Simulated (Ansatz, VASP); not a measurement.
K in VASP and in Ansatz

Contents of POSCAR:

```
K
1.0
    4.2373282565      0.0000000000      0.0000000000
    0.0000000000      4.2373282565      0.0000000000
    0.0000000000      0.0000000000      4.2373282565
K
1
Direct
    0.0000000000      0.0000000000      0.0000000000
```

Contents of INCAR.step1:

```
PREC     = Accurate       # precision mode
ENCUT    = 520            # plane-wave cutoff, eV
ISMEAR   = 1              # smearing method
SIGMA    = 0.1            # smearing width, eV
LREAL    = F              # projectors in reciprocal space
LASPH    = T              # aspherical terms in the spheres
NELM     = 80             # most SCF steps
NBANDS   = 10             # bands
GGA      = PE             # functional
ALGO     = Normal         # electronic algorithm
EDIFF    = 1E-4           # SCF threshold, eV
LWAVE    = T              # write WAVECAR
LCHARG   = F              # write CHGCAR
```

Contents of INCAR.step2:

```
PREC     = Accurate       # precision mode
ENCUT    = 520            # plane-wave cutoff, eV
EDIFF    = 1E-7           # SCF threshold, eV
ISMEAR   = 1              # smearing method
SIGMA    = 0.1            # smearing width, eV
LREAL    = F              # projectors in reciprocal space
LASPH    = T              # aspherical terms in the spheres
NELM     = 80             # most SCF steps
ALGO     = Normal         # electronic algorithm
ISIF     = 2              # what is computed and relaxed
LWAVE    = F              # write WAVECAR
LCHARG   = F              # write CHGCAR
METAGGA  = R2SCAN         # meta-GGA
LMIXTAU  = T            
NBANDS   = 10             # bands
ISTART   = 1
```

KPOINTS

```
regular mesh
0
Gamma
  6 6 6
```

Input for Ansatz:

```yaml
crystal:
  lattice:
    - [4.237328256467613, 0.0, 0.0]
    - [0.0, 4.237328256467613, 0.0]
    - [0.0, 0.0, 4.237328256467613]
  atoms:
    - { symbol: K, position: [0.0, 0.0, 0.0] }
basis:
  ecutwfc: 600.0
kpoints:
  mp_grid:
    grid: [6, 6, 6]
hamiltonian:
  xc: r2scan
  pseudopotentials:
    kind: paw
scf:
  occupations:
    method: cold
output:
  stress: true
```

Alike in both runs: task single point; functional r2SCAN; k mesh 6 × 6 × 6; no spin polarisation.

|  | VASP | Ansatz |
| --- | --- | --- |
| version | VASP 6.6.1 | Ansatz 0.2.0 |
| potentials or method | VASP PAW PBE potentials, release 64 (K_sv), cutoff 520 eV | plane waves, PAW |
| occupations | methfessel-paxton of order 1, width 0.1 eV | cold |
| valence electrons in the cell | 9 | 9 |

```tsv
	VASP	Ansatz	Ansatz less VASP
pressure (GPa)	0.1	0.1	+0.02
```

VASP's potentials were made for PBE, not for r2SCAN.
